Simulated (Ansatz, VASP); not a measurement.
# One calculation of SrTiO3, two programs

```
CELL_PARAMETERS angstrom
3.93644 -3.93644 3.93644
-7.87287 0.00000 3.93644
0.00000 -3.93644 -7.87287
ATOMIC_POSITIONS crystal
Sr 0.57143 0.28571 0.42857
Sr 0.85714 0.42857 0.14286
Sr 0.14286 0.57143 0.85714
Sr 0.71429 0.85714 0.28571
Sr 0.00000 0.00000 0.00000
Sr 0.28571 0.14286 0.71429
Sr 0.42857 0.71429 0.57143
Ti 0.07143 0.28571 0.42857
Ti 0.35714 0.42857 0.14286
Ti 0.64286 0.57143 0.85714
Ti 0.21429 0.85714 0.28571
Ti 0.50000 0.00000 0.00000
Ti 0.78571 0.14286 0.71429
Ti 0.92857 0.71429 0.57143
O 0.35714 0.42857 0.64286
O 0.64286 0.57143 0.35714
O 0.92857 0.71429 0.07143
O 0.50000 0.00000 0.50000
O 0.78571 0.14286 0.21429
O 0.07143 0.28571 0.92857
O 0.21429 0.85714 0.78571
O 0.21429 0.35714 0.28571
O 0.50000 0.50000 0.00000
O 0.78571 0.64286 0.71429
O 0.35714 0.92857 0.14286
O 0.64286 0.07143 0.85714
O 0.92857 0.21429 0.57143
O 0.07143 0.78571 0.42857
O 0.14286 0.07143 0.35714
O 0.42857 0.21429 0.07143
O 0.71429 0.35714 0.78571
O 0.28571 0.64286 0.21429
O 0.57143 0.78571 0.92857
O 0.85714 0.92857 0.64286
O 0.00000 0.50000 0.50000
```

Alike in both runs: task single point; functional PBE; k mesh 3 × 3 × 3; occupations gaussian, width 0.02 eV; no spin polarisation.

|  | VASP | Ansatz |
| --- | --- | --- |
| version | VASP 6.6.1 | Ansatz 0.2.0 |
| potentials or method | VASP PAW PBE potentials, release 64 (Sr_sv, Ti_sv, O), cutoff 520 eV | scalar-relativistic, plane waves, PAW |
| valence electrons in the cell | 280 | 280 |

VASP gave:

| Property | Result |
| --- | --- |
| gap on the k mesh at the Fermi level (eV) | 1.87 |
| least direct gap on the mesh (eV) | 2.01 |
| pressure (GPa) | 0.6 |

Question: Estimate Ansatz's values.

Answer: gap on the k mesh at the Fermi level (eV): 1.90; least direct gap on the mesh (eV): 2.04; pressure (GPa): 0.0.

The functional is the same, so the differences come from potentials, cutoffs and numerics.
